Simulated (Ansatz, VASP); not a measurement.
## Al2O3 in VASP and in Ansatz

```xyz
10
Lattice="2.3359 1.3486 4.5284 -2.3359 1.3486 4.5284 0.0000 -2.6972 4.5284" Properties=species:S:1:pos:R:3 pbc="T T T"
Al    0.0000    0.0000   11.5230
Al    0.0000    0.0000    8.8550
Al    0.0000    0.0000    2.0623
Al    0.0000    0.0000    4.7303
O    -0.9070   -1.3486    5.6605
O     1.6214   -0.1112    5.6605
O    -0.7144    1.4598    5.6605
O     0.9070    1.3486    7.9248
O    -1.6214    0.1112    7.9248
O     0.7144   -1.4598    7.9248
```

Alike in both runs: task single point; functional PBEsol; k mesh 6 × 6 × 6; occupations gaussian, width 0.05 eV; no spin polarisation.

|  | VASP | Ansatz |
| --- | --- | --- |
| version | VASP 6.6.1 | Ansatz 0.2.0 |
| potentials or method | VASP PAW PBE potentials, release 64 (Al, O), cutoff 520 eV | scalar-relativistic, plane waves, PAW |
| valence electrons in the cell | 48 | 48 |

Ansatz gave:

- gap on the k mesh at the Fermi level (eV): 5.87
- least direct gap on the mesh (eV): 5.87
- pressure (GPa): 0.7
- traceless stress, the component that is largest in VASP (GPa): -15.82
- rms of the force components (eV/Å): 0.216

Question: Estimate VASP's values.

Answer: gap on the k mesh at the Fermi level (eV): 5.87; least direct gap on the mesh (eV): 5.87; pressure (GPa): 0.8; traceless stress, the component that is largest in VASP (GPa): -15.83; rms of the force components (eV/Å): 0.219.

VASP's potentials were made for PBE, not for PBEsol, and Ansatz warns of the same on its side. Atom by atom the forces differ by 0.004 eV/Å (rms over components).
